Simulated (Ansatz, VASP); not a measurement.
**Two plane-wave programs on Be2Tl**

```xyz
6
Lattice="5.5458 0.0000 0.0000 0.0000 4.1464 0.0000 0.0000 0.0000 4.1975" Properties=species:S:1:pos:R:3 pbc="T T T"
Be    1.4004    2.0733    0.0000
Be    4.1454    2.0732    0.0000
Be    4.1733    0.0000    2.0988
Be    1.3725    4.1465    2.0988
Tl    0.0000    0.0000    0.0000
Tl    2.7729    2.0732    2.0988
```

Alike in both runs: functional PBE; k mesh 4 × 4 × 6; occupations gaussian, width 0.1 eV; no spin polarisation.

Ansatz relaxed the structure, and its values are those at the end. VASP's run is a single point on that final structure, the one shown.

```csv
,VASP,Ansatz
version,VASP 6.6.1,Ansatz 0.2.0
potentials or method,"VASP PAW PBE potentials, release 64 (Be, Tl_d), cutoff 520 eV","scalar-relativistic, plane waves, PAW"
valence electrons in the cell,34,34
```

```csv
,VASP,Ansatz,Ansatz less VASP
gap on the k mesh at the Fermi level (eV),none,none,-
pressure (GPa),-0.1,0.0,+0.05
```

A gap of «none» marks a metal or a gap that the smearing closes. The functional is the same, so the differences come from potentials, cutoffs and numerics.

The k mesh is coarse, so the values compare programs but aren't converged. Spin-orbit coupling is off throughout.
